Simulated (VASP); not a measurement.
Here is a VASP 6.6.1 calculation.

File INCAR:

```
PREC = Accurate
ENCUT = 520
EDIFF = 1E-6
ISMEAR = -1
SIGMA = 0.05
LREAL = False
LASPH = True
NELM = 150
ALGO = Normal
ISIF = 2
LWAVE = False
LCHARG = False
LNONCOLLINEAR = True
MAGMOM = 0 0 0 0 0 0
LORBIT = 11
LSORBIT = True
GGA_COMPAT = False
LORBMOM = True
LMAXMIX = 4
GGA = PS
NBANDS = 26
```

Contents of KPOINTS:

```
regular mesh
0
Gamma
  8 8 8
```

File POSCAR:

```
HfC
1.0
    0.0000000000      2.3250000000      2.3250000000
    2.3250000000      0.0000000000      2.3250000000
    2.3250000000      2.3250000000      0.0000000000
Hf C
1 1
Direct
    0.5000000000      0.5000000000      0.5000000000
    0.0000000000      0.0000000000      0.0000000000
```

Potentials or basis: VASP PAW PBE potentials, release 64 (Hf_pv, C).

Command:

```bash
$ cat potpaw_PBE.64/Hf_pv/POTCAR potpaw_PBE.64/C/POTCAR > POTCAR
$ mpirun -np 1 vasp_ncl > vasp.out
```

Task: What does it give for the pressure?

Result: -7.1 GPa.

Task: Estimate the net moment.

Result: 0.00 μB per cell.

Moments on the atoms (μB; x, y, z):
```
Hf  0.00 0.00 0.00
C   0.00 0.00 0.00
```

Caveat: the PAW data sets were made with another functional, which shifts forces and pressure a little.
